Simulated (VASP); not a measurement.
A run of VASP 6.6.1:

INCAR

```
SYSTEM = Cd3Fe
PREC     = Accurate       ! precision mode
ENCUT    = 600            ! plane-wave cutoff, eV
EDIFF    = 1E-7           ! SCF threshold, eV
ISMEAR   = 0              ! smearing method
SIGMA    = 0.1            ! smearing width, eV
LREAL    = .FALSE.        ! projectors in reciprocal space
LASPH    = .TRUE.         ! aspherical terms in the spheres
NELM     = 200            ! most SCF steps
ALGO     = Normal         ! electronic algorithm
ISIF     = 3              ! what is computed and relaxed
LWAVE    = .FALSE.        ! write WAVECAR
LCHARG   = .FALSE.        ! write CHGCAR
ISPIN    = 2              ! spin polarisation
MAGMOM   = 0 0 0 2.87     ! initial moments
LORBIT   = 11             ! projections on sites
LMAXMIX  = 4              ! l up to which the mixer works
GGA      = PE             ! functional
IBRION   = 2              ! ionic algorithm
NSW      = 100            ! ionic steps
EDIFFG   = -0.01          ! ionic threshold
GGA_COMPAT= .FALSE.      
NELMIN   = 4            
KPAR     = 4
```

KPOINTS

```
Automatic mesh
0
G
  12 12 12
  0 0 0
```

The input POSCAR:

```
Cd3Fe
1.0
    4.2178648785      0.0000000000      0.0000000000
    0.0000000000      4.2178648785      0.0000000000
    0.0000000000      0.0000000000      4.2178648785
Cd Fe
3 1
Direct
    0.0000000000      0.5000000000      0.5000000000
    0.5000000000      0.0000000000      0.5000000000
    0.5000000000      0.5000000000      0.0000000000
    0.0000000000      0.0000000000      0.0000000000
```

Potentials or basis: VASP PAW PBE potentials, release 64 (Cd, Fe).

Launch:

```console
$ cat potpaw_PBE.64/Cd/POTCAR potpaw_PBE.64/Fe/POTCAR > POTCAR
$ mpirun -np 4 vasp_std > vasp.out
```

Hardware: 4 MPI ranks on Intel(R) Xeon(R) 6975P-C (Granite Rapids), with other jobs on the host.

Q: How long does it take, and how much memory?

A: Run time: 81 s on 4 MPI ranks on Intel(R) Xeon(R) 6975P-C (Granite Rapids) (shared host), peak memory 0.46 GiB a rank. Counts: scf iterations 25, k points 84, ion steps 2.
